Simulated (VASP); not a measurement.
Wanted: the native input for a VASP 6.6.1 run.

```yaml
Task: single point
Functional: PBEsol
Potentials_or_basis: VASP PAW PBE potentials, release 64 (Sb)
Cutoff: 520 eV
k_mesh: 14 × 14 × 14
Occupations: fermi-dirac, width 0.03 eV
Spin: no spin polarisation
Dipole_correction: no
Further_INCAR_settings: ALGO = Normal; EDIFF = 1e-06; NBANDS = 8
```

The structure of Sb lies in POSCAR:

```
Sb
1.0
    0.0000000000      2.3502075557      2.3502075557
    2.3502075557      0.0000000000      2.3502075557
    2.3502075557      2.3502075557      0.0000000000
Sb
1
Direct
    0.0000000000      0.0000000000      0.0000000000
```

This cell differs from its parent crystal: volume scaled by 1.06.

One way to write it, as run:

INCAR

```
SYSTEM = Sb
ALGO = Normal ; EDIFF = 1E-6
ENCUT = 520 ; GGA = PS
ISIF = 2 ; ISMEAR = -1
LASPH = .TRUE. ; LCHARG = .TRUE.
LELF = .TRUE. ; LREAL = .FALSE.
LVHAR = .TRUE. ; LWAVE = .FALSE.
NBANDS = 8 ; NELM = 60
PREC = Accurate ; SIGMA = 0.03
```

KPOINTS

```
k-points
0
G
  14 14 14
  0 0 0
```

Potentials or basis: VASP PAW PBE potentials, release 64 (Sb).

The run is started by

```bash
$ cat potpaw_PBE.64/Sb/POTCAR > POTCAR
$ mpirun -np 1 vasp_std > vasp.out
```

Results of the run:

```
Pressure : 0.5 GPa
```

Caveat: the PAW data sets were made with another functional, which shifts forces and pressure a little.

Wall time 8.2 s on 1 thread of Intel(R) Xeon(R) 6975P-C (Granite Rapids), on a shared host, peak memory 0.16 GiB.
